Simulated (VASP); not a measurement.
Here is a VASP 6.6.1 calculation.

The input INCAR:

```
SYSTEM = CoSi4
  PREC = Accurate
  ENCUT = 520
  EDIFF = 1E-6
  ISMEAR = 0
  SIGMA = 0.1
  LREAL = .FALSE.
  LASPH = .TRUE.
  NELM = 60
  ALGO = Normal
  ISIF = 2
  LWAVE = .FALSE.
  LCHARG = .TRUE.
  GGA = PE
  LELF = .TRUE.
  LVHAR = .TRUE.
  NBANDS = 20
```

KPOINTS

```
regular mesh
0
G
  12 12 8
  0 0 0
```

File POSCAR:

```
CoSi4
1.0
    4.1206307497      0.0000000000      0.0000000000
   -2.0603153748      3.5685709088      0.0000000000
    0.0000000000      0.0000000000      5.0392593345
Co Si
1 4
Direct
    0.0000000000      0.0000000000      0.5000000000
    0.3333333333      0.6666666667      0.7522654258
    0.3333333333      0.6666666667      0.2477345742
    0.6666666667      0.3333333333      0.2477345742
    0.6666666667      0.3333333333      0.7522654258
```

Potentials or basis: VASP PAW PBE potentials, release 64 (Co, Si).

The run is started by

```console
$ cat potpaw_PBE.64/Co/POTCAR potpaw_PBE.64/Si/POTCAR > POTCAR
$ mpirun -np 1 vasp_std > vasp.out
```

Task: Predict the pressure.

Result: 0.0 GPa.

Task: Predict the band gap on the k mesh.

Result: Zero (an odd number of electrons rules out a gap without spin polarisation).

Task: What does it give for the largest force?

Result: 0.005 eV/Å.

Stress tensor (GPa, compression positive):
```
-0.09  0.00  0.00
 0.00 -0.09  0.00
 0.00  0.00  0.11
```

Caveat: an odd number of electrons without spin polarisation forces a metal; a magnetic or distorted state may lie lower. Spin polarisation is off, so any magnetic state and its effect on volume and gap are missing.
